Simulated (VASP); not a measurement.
# La2Hf2O in VASP: a series of runs

Runs on La2Hf2O. Level: PBE. Tasks: single point, relaxation of cell and atoms.

Program: VASP 6.6.1. These are calculated values, not measurements. Logs are shortened: lines on timing, memory, paths and dates and some standing lists are left out, and cuts for length are marked.

## 1. The cell of the first run

The typed cell holds 10 atoms: a = 3.497 Å, b = 6.036 Å, c = 11.406 Å, α = 89.94°, β = 90.16°, γ = 89.93°.

## 2. Single point, PBE

File INCAR:

```
SYSTEM = La2Hf2O
PREC = Accurate
ENCUT = 520
EDIFF = 1E-6
ISMEAR = 0
SIGMA = 0.2
LREAL = .False.
LASPH = .True.
NELM = 100
ALGO = Normal
ISIF = 2
LWAVE = .False.
LCHARG = .False.
GGA = PE
NBANDS = 59
```

File KPOINTS:

```
Automatic mesh
0
Gamma
  6 4 2
  0 0 0
```

File POSCAR:

```
La2Hf2O
1.0
    1.7463025741     -3.0292562399      0.0049024551
   -5.2257332142     -3.0215175663     -0.0030910317
   -0.0134643119      0.0110381539    -11.4059626820
La Hf O
4 4 2
Direct
    0.4986630924      0.8329690370      0.8649775687
    0.9987042155      0.3329215633      0.8649622662
    0.0012644124      0.6670289367      0.1350236833
    0.5012661547      0.1671083950      0.1350321351
    0.4985598654      0.8331382563      0.3998728883
    0.9987078570      0.3333902201      0.3998891581
    0.0014009644      0.6667701366      0.6001261266
    0.5015332963      0.1666107321      0.6000908726
   -0.0000637780      1.0000449887      1.0000538292
    0.4999639201      0.5000177340      0.9999714719
```

Potentials or basis: VASP PAW PBE potentials, release 64 (La, Hf_pv, O).

On the command line:

```console
cat potpaw_PBE.64/La/POTCAR potpaw_PBE.64/Hf_pv/POTCAR potpaw_PBE.64/O/POTCAR > POTCAR
mpirun -np 1 vasp_std > vasp.out
```

OUTCAR:

```text
SYSTEM = La2Hf2O
   PREC = Accurate
   ENCUT = 520
   EDIFF = 1E-6
   ISMEAR = 0
   LREAL = .False.
   LASPH = .True.
   NELM = 100
   ISIF = 2
   GGA = PE

 ion  position               nearest neighbor table
   1  0.499  0.833  0.865-  10 2.53   9 2.54   9 2.54   2 3.49   2 3.49   2 3.49   2 3.49   7 3.62
                             8 3.63   7 3.64   3 3.68   3 3.68   4 3.68
   2  0.999  0.333  0.865-   9 2.53  10 2.54  10 2.54   1 3.49   1 3.49   1 3.49   1 3.49   8 3.62
                             7 3.63   8 3.64   4 3.68   4 3.68   3 3.68
   3  0.001  0.667  0.135-   9 2.53  10 2.54  10 2.54   4 3.49   4 3.49   4 3.49   4 3.49   5 3.62
                             6 3.63   5 3.64   1 3.68   1 3.68   2 3.68
   4  0.501  0.167  0.135-  10 2.53   9 2.54   9 2.54   3 3.49   3 3.49   3 3.49   3 3.49   6 3.62
                             5 3.63   6 3.64   2 3.68   2 3.68   1 3.68
   5  0.499  0.833  0.400-   7 3.04   8 3.05   7 3.05   6 3.48   6 3.49   6 3.49   6 3.49   3 3.62
                             4 3.63   3 3.64
   6  0.999  0.333  0.400-   8 3.05   7 3.05   8 3.05   5 3.48   5 3.49   5 3.49   5 3.49   4 3.62
                             3 3.63   4 3.64
   7  0.001  0.667  0.600-   5 3.04   6 3.05   5 3.05   8 3.48   8 3.49   8 3.49   8 3.49   1 3.62
                             2 3.63   1 3.64
   8  0.502  0.167  0.600-   6 3.05   5 3.05   6 3.05   7 3.48   7 3.49   7 3.49   7 3.49   2 3.62
                             1 3.63   2 3.64
   9  1.000  0.000  0.000-   3 2.53   2 2.53   4 2.54   1 2.54   4 2.54   1 2.54
  10  0.500  0.500  1.000-   1 2.53   4 2.53   3 2.54   2 2.54   2 2.54   3 2.54

  LATTYP: Found a triclinic cell.
 ALAT       =     6.9720446654
 B/A-ratio  =     0.8657974533
 C/A-ratio  =     1.6359585341
 COS(alpha) =     0.0010495903
 COS(beta)  =     0.0023280379
 COS(gamma) =     0.8651505757

  Lattice vectors:

 A1 = (   6.9720357883,  -0.0077386736,   0.0079934868)
 A2 = (   5.2257332142,   3.0215175663,   0.0030910317)
 A3 = (   0.0134643119,  -0.0110381539,  11.4059626820)

Analysis of symmetry for initial positions (statically):
=====================================================================
 Subroutine PRICEL returns:
 Original cell was already a primitive cell.

 Routine SETGRP: Setting up the symmetry group for a
 triclinic supercell.

 Subroutine GETGRP returns: Found  1 space group operations
 (whereof  1 operations were pure point group operations)
 out of a pool of  2 trial point group operations.

The static configuration has the point symmetry C_1 .

Analysis of symmetry for dynamics (positions and initial velocities):
=====================================================================
 Subroutine PRICEL returns:
 Original cell was already a primitive cell.

 Routine SETGRP: Setting up the symmetry group for a
 triclinic supercell.

 Subroutine GETGRP returns: Found  1 space group operations
 (whereof  1 operations were pure point group operations)
 out of a pool of  2 trial point group operations.

The dynamic configuration has the point symmetry C_1 .

 Subroutine INISYM returns: Found  1 space group operations
 (whereof  1 operations are pure point group operations),
 and found     1 'primitive' translations

----------------------------------------------------------------------------------------

                                     Primitive cell

  volume of cell :     240.7402

  direct lattice vectors                    reciprocal lattice vectors
     1.746302574 -3.029256240  0.004902455     0.143155786 -0.247588394 -0.000408594
    -5.225733214 -3.021517566 -0.003091032    -0.143522068 -0.082737312  0.000089353
    -0.013464312  0.011038154-11.405962682     0.000100425 -0.000083995 -0.087673641

  length of vectors
     3.496568329  6.036378516 11.405975970     0.285996081  0.165662472  0.087673739

  position of ions in fractional coordinates (direct lattice)
     0.498663092  0.832969037  0.864977569
     0.998704215  0.332921563  0.864962266
     0.001264412  0.667028937  0.135023683
     0.501266155  0.167108395  0.135032135
     0.498559865  0.833138256  0.399872888
     0.998707857  0.333390220  0.399889158
     0.001400964  0.666770137  0.600126127
     0.501533296  0.166610732  0.600090873
     0.999936222  0.000044989  0.000053829
     0.499963920  0.500017734  0.999971472

  ion indices of the primitive-cell ions
   primitive index   ion index
                 1           1
                 2           2
                 3           3
                 4           4
                 5           5
                 6           6
                 7           7
                 8           8
                 9           9
                10          10

----------------------------------------------------------------------------------------

 KPOINTS: Automatic mesh

Automatic generation of k-mesh.
 Grid dimensions read from file:
 generate k-points for:    6    4    2

 Generating k-lattice:

  Cartesian coordinates                     Fractional coordinates (reciprocal lattice)
     0.023859298 -0.041264732 -0.000068099     0.166666667  0.000000000 -0.000000000
    -0.035880517 -0.020684328  0.000022338    -0.000000000  0.250000000 -0.000000000
     0.000050213 -0.000041998 -0.043836821     0.000000000 -0.000000000  0.500000000

  Length of vectors
     0.047666014  0.041415618  0.043836869

  Shift w.r.t. Gamma in fractional coordinates (k-lattice)
     0.000000000  0.000000000  0.000000000

 Subroutine IBZKPT returns following result:
 ===========================================

 Found     28 irreducible k-points:

 Following reciprocal coordinates:
            Coordinates               Weight
  0.000000  0.000000  0.000000      1.000000
  0.166667 -0.000000 -0.000000      2.000000
  0.333333 -0.000000 -0.000000      2.000000
  0.500000 -0.000000  0.000000      1.000000
  0.000000  0.250000  0.000000      2.000000
  0.166667  0.250000 -0.000000      2.000000
[... 16 lines left out ...]
 -0.333333  0.250000  0.500000      2.000000
 -0.166667  0.250000  0.500000      2.000000
 [... further k-points ...]
   k-points           NKPTS =     28   k-points in BZ     NKDIM =     28   number of bands    NBANDS=     59
   number of dos      NEDOS =    301   number of ions     NIONS =     10
   total plane-waves  NPLWV = 120960
   dimension x,y,z NGX =    28 NGY =   48 NGZ =   90
   dimension x,y,z NGXF=    56 NGYF=   96 NGZF=  180
   ions per type =               4   4   2
   NGX,Y,Z   is equivalent  to a cutoff of  13.31, 13.22, 13.12 a.u.
   NGXF,Y,Z  is equivalent  to a cutoff of  26.63, 26.44, 26.24 a.u.
 SYSTEM =  La2Hf2O
   PREC   = accura    normal or accurate (medium, high low for compatibility)
   ISTART =      0    job   : 0-new  1-cont  2-samecut
   ICHARG =      2    charge: 1-file 2-atom 10-const
   ISPIN  =      1    spin polarized calculation?
   LNONCOLLINEAR =      F non collinear calculations
   LSORBIT =      F    spin-orbit coupling
   LASPH  =      T    aspherical Exc in radial PAW
   ENCUT  =  520.0 eV  38.22 Ry    6.18 a.u.   6.50 11.22 21.21*2*pi/ulx,y,z
   NELM   =    100;   NELMIN=  2; NELMDL= -5     # of ELM steps
   EDIFF  = 0.1E-05   stopping-criterion for ELM
   LREAL  =      F    real-space projection
   EDIFFG = 0.1E-04   stopping-criterion for IOM
   NSW    =      0    number of steps for IOM
   IBRION =     -1    ionic relax: 0-MD 1-quasi-New 2-CG
   NFREE  =      0    steps in history (QN), initial steepest desc. (CG)
   ISIF   =      2    stress and relaxation
   ISYM   =      2    0-nonsym 1-usesym 2-fastsym
   POTIM  = 0.5000    time-step for ionic-motion
   TEBEG  =    0.0;   TEEND  =   0.0 temperature during run
   PSTRESS=    0.0 pullay stress
   NELECT =      96.0000    total number of electrons
   NUPDOWN=      -1.0000    fix difference up-down
   EMIN   =  10.00;   EMAX   =-10.00  energy-range for DOS
   EFERMI =   0.00;   METHOD = LEGACY
   ISMEAR =     0;   SIGMA  =   0.20  broadening in eV -4-tet -1-fermi 0-gaus
   EFERMI_NEDOS =   21; number of points for ismear=-14 and -15
   IALGO  =     38    algorithm
   IMIX   =      4    mixing-type and parameters
     AMIX     =   0.40;   BMIX     =  1.00
     AMIX_MAG =   1.60;   BMIX_MAG =  1.00
  volume/ion in A,a.u.               =      24.07       162.46
  Fermi-wavevector in a.u.,A,eV,Ry     =   1.204987  2.277095 19.755575  1.451994
  Thomas-Fermi vector in A             =   2.340696
   LORBIT       =      0    0 simple, 1 ext, 2 COOP (PROOUT), +10 PAW based schemes
   GGA     = PE    functional components
   LHFCALC =     F    Hartree Fock is set to
   AEXX    =    0.0000 exact exchange contribution
   IVDW    =     0    specifies the selected vdW correction
   LEPSILON=     F    determine dielectric tensor
   LRPA    =     F    only Hartree local field effects (RPA)
 non-spin polarized calculation
 Gauss-broadening in eV      SIGMA  =   0.20
  energy-cutoff  :      520.00
  volume of cell :      240.74
 maximum number of plane-waves:      6516
 NGX is ok and might be reduce to    28

 number of electron      96.0000000 magnetization

 Free energy of the ion-electron system (eV)
  ---------------------------------------------------
  ext. energy  EPLUGINS =         0.00000000
  ---------------------------------------------------
  free energy    TOTEN  =       -77.65289737 eV

  energy without entropy =      -77.42351520  energy(sigma->0) =      -77.53820628

 E-fermi :   7.1457     XC(G=0): -10.5281

 val. band max:        7.1399454119   @ k =  -0.1667   0.2500   0.0000
 cond. band min:       7.1577350150   @ k =   0.1667   0.2500   0.5000
 fundamental gap:      0.0177896031
 Fermi energy:         7.1456579124

 k-point     1 :       0.0000    0.0000    0.0000
  band No.  band energies     occupation
      1     -25.7101      2.00000
      2     -25.5373      2.00000
      3     -25.3222      2.00000
      4     -25.2775      2.00000
      5     -24.0859      2.00000
      6     -24.0528      2.00000
[... 51 lines left out ...]
     58       8.8364      0.00000
     59       8.8889      0.00000

 k-point     2 :       0.1667   -0.0000   -0.0000
  band No.  band energies     occupation
      1     -25.6435      2.00000
      2     -25.4869      2.00000
      3     -25.2985      2.00000
      4     -25.2645      2.00000
      5     -24.0740      2.00000
      6     -24.0349      2.00000
[... 51 lines left out ...]
     58       8.5516      0.00000
     59       8.5589      0.00000

 k-point     3 :       0.3333   -0.0000   -0.0000
  band No.  band energies     occupation
      1     -25.4849      2.00000
      2     -25.3727      2.00000
      3     -25.2629      2.00000
      4     -25.2592      2.00000
      5     -24.0538      2.00000
      6     -24.0087      2.00000
[... 1238 lines left out ...]
      5     -24.0539      2.00000
      6     -24.0367      2.00000
[... 51 lines left out ...]
     58       8.4943      0.00000
     59       8.8271      0.00000

 k-point    24 :      -0.1667    0.2500    0.5000
  band No.  band energies     occupation
      1     -25.5973      2.00000
      2     -25.4527      2.00000
      3     -25.3585      2.00000
      4     -25.2915      2.00000
      5     -24.0667      2.00000
      6     -24.0469      2.00000
[... 51 lines left out ...]
     58       8.5157      0.00000
     59       8.7034      0.00000

 [... further k-points ...]

------------------------ aborting loop because EDIFF is reached ----------------------------------------

  FORCE on cell =-STRESS in cart. coord.  units (eV):
  Direction    XX          YY          ZZ          XY          YZ          ZX
  --------------------------------------------------------------------------------------
  -------------------------------------------------------------------------------------
  Total       -0.3128129     -0.3679172     -0.5643262      0.0378399     -0.0182446     -0.0483383
  in kB       -2.0818368     -2.4485675     -3.7557112      0.2518329     -0.1214216     -0.3217017
  external PRESSURE =      -2.7620385 kB  Pullay stress =       0.0000000 kB

 VOLUME and BASIS-vectors are now :
 -----------------------------------------------------------------------------
  energy-cutoff  :      520.00
  volume of cell :      240.74
      direct lattice vectors                 reciprocal lattice vectors
     1.746302574 -3.029256240  0.004902455     0.143155786 -0.247588394 -0.000408594
    -5.225733214 -3.021517566 -0.003091032    -0.143522068 -0.082737312  0.000089353
    -0.013464312  0.011038154-11.405962682     0.000100425 -0.000083995 -0.087673641

 POSITION                                       TOTAL-FORCE (eV/Angst)
 -----------------------------------------------------------------------------------
     -3.49370     -4.01786     -9.86603        -0.000290     -0.000768      0.000401
     -0.00737     -4.02171     -9.86186         0.000759      0.000051      0.000292
     -3.48533     -2.01778     -1.54213        -0.001400      0.000187     -0.002323
      0.00028     -2.02189     -1.53823        -0.000590      0.000404     -0.000478
     -3.48851     -4.02319     -4.56107         0.000188     -0.000458     -0.039367
     -0.00355     -4.02827     -4.55726         0.003368      0.002460     -0.039044
     -3.49000     -2.01228     -6.84707        -0.001300     -0.000999      0.040011
     -0.00291     -2.01607     -6.84267        -0.002493     -0.000900      0.041183
      1.74596     -3.02920      0.00429         0.000098     -0.000603     -0.000377
     -1.75333     -3.01429    -11.40473         0.001659      0.000626     -0.000299
 -----------------------------------------------------------------------------------
    total drift:                                0.000006      0.000022     -0.001015

  FREE ENERGIE OF THE ION-ELECTRON SYSTEM (eV)
  ---------------------------------------------------
  free  energy   TOTEN  =       -77.6528973701 eV

  energy  without entropy=      -77.4235151958  energy(sigma->0) =      -77.53820628
```

Wall time 19 min (1 thread of AMD EPYC 9R45 (Zen 5), shared host); peak memory 0.54 GiB.

What came out:

```yaml
Free_energy: -77.6529 eV
Pressure: -0.3 GPa
Largest_force: 0.041 eV/Å
Band_gap_on_the_k_mesh: zero (bands 48 and 49 overlap by 0.37 eV)
```

Forces on the atoms (eV/Å):
```
La   0.000 -0.001  0.000
La   0.001  0.000  0.000
La  -0.001  0.000 -0.002
La  -0.001  0.000  0.000
Hf   0.000  0.000 -0.039
Hf   0.003  0.002 -0.039
Hf  -0.001 -0.001  0.040
Hf  -0.002 -0.001  0.041
O    0.000 -0.001  0.000
O    0.002  0.001  0.000
```

Stress tensor (GPa, compression positive):
```
-0.21  0.03 -0.03
 0.03 -0.24 -0.01
-0.03 -0.01 -0.38
```

Caveat: spin-orbit coupling is left out, which moves the levels of the heavy elements.

## 3. Relaxation of cell and atoms, PBE

This run uses another cell than the first one: it holds 5 atoms, not 10.

File INCAR:

```
SYSTEM = La2Hf2O
  PREC = Accurate
  ENCUT = 600
  EDIFF = 1E-6
  ISMEAR = 0
  SIGMA = 0.1
  LREAL = .FALSE.
  LASPH = .TRUE.
  NELM = 80
  ALGO = Normal
  ISIF = 3
  LWAVE = .FALSE.
  LCHARG = .FALSE.
  GGA = PE
  IBRION = 2
  NSW = 100
  EDIFFG = -0.01
```

File KPOINTS:

```
regular mesh
0
G
  12 12 4
  0 0 0
```

File POSCAR:

```
La2Hf2O
1.0
    3.4938745897      0.0000000000      0.0000000000
   -1.7469372948      3.0257841523      0.0000000000
    0.0000000000      0.0000000000     11.3725855355
La Hf O
2 2 1
Direct
    0.3333333333      0.6666666667      0.1338950475
    0.6666666667      0.3333333333      0.8661049525
    0.3333333333      0.6666666667      0.6001592124
    0.6666666667      0.3333333333      0.3998407876
    0.0000000000      0.0000000000      0.0000000000
```

Potentials or basis: VASP PAW PBE potentials, release 64 (La, Hf_pv, O).

On the command line:

```console
cat potpaw_PBE.64/La/POTCAR potpaw_PBE.64/Hf_pv/POTCAR potpaw_PBE.64/O/POTCAR > POTCAR
mpirun -np 1 vasp_std > vasp.out
```

It took 17 min on 1 thread of AMD EPYC 9R45 (Zen 5), shared host; peak memory 0.48 GiB.

It converged, with:

- Free energy: -38.7959 eV
- Relaxed volume: 23.96 Å³/atom
- Relaxed cell: a = 3.489 Å, b = 3.489 Å, c = 11.361 Å, α = 90.00°, β = 90.00°, γ = 120.00°
- Space group after relaxing (to 0.1 Å): P-3m1 (No. 164)
- Energy gained by relaxing: 0.5 meV/atom
- Ionic steps: 6
- Pressure after relaxing: 0.0 GPa
- Band gap on the k mesh: zero (bands 24 and 25 overlap by 0.73 eV)

Forces on the atoms (eV/Å):
```
La   0.000  0.000  0.002
La   0.000  0.000 -0.002
Hf   0.000  0.000  0.000
Hf   0.000  0.000  0.000
O    0.000  0.000  0.000
```

The path:
```tsv
step	energy change (eV)	largest force (eV/Å)	pressure (GPa)	volume (Å³)
1	0.0000	0.1052	-0.07	120.23
2	-0.0010	0.0806	0.01	120.03
3	-0.0021	0.0296	0.16	119.58
4	-0.0020	0.0167	-0.23	120.09
5	-0.0022	0.0103	-0.03	119.82
6	-0.0023	0.0021	-0.03	119.79
```

Final structure:
```
CELL_PARAMETERS angstrom
3.48930 0.00000 0.00000
-1.74465 3.02182 0.00000
0.00000 0.00000 11.36139
ATOMIC_POSITIONS crystal
La 0.33333 0.66667 0.13568
La 0.66667 0.33333 0.86432
Hf 0.33333 0.66667 0.60007
Hf 0.66667 0.33333 0.39993
O 0.00000 0.00000 0.00000
```

Levels at points of the mesh, in eV from the Fermi level:
```tsv
k point	band 22	band 23	band 24	band 25	band 26	band 27
(0.00, 0.00, 0.00)	-0.95	0.27	0.31	0.75	0.75	0.78
(0.50, 0.00, 0.00)	-1.13	-0.67	-0.61	0.16	0.17	0.73
(0.00, 0.00, 0.50)	-0.59	0.13	0.52	0.74	0.74	0.81
(0.50, 0.00, 0.50)	-1.37	-0.63	-0.40	0.13	0.19	0.72
```

Caveat: spin-orbit coupling is left out, which moves the levels of the heavy elements.
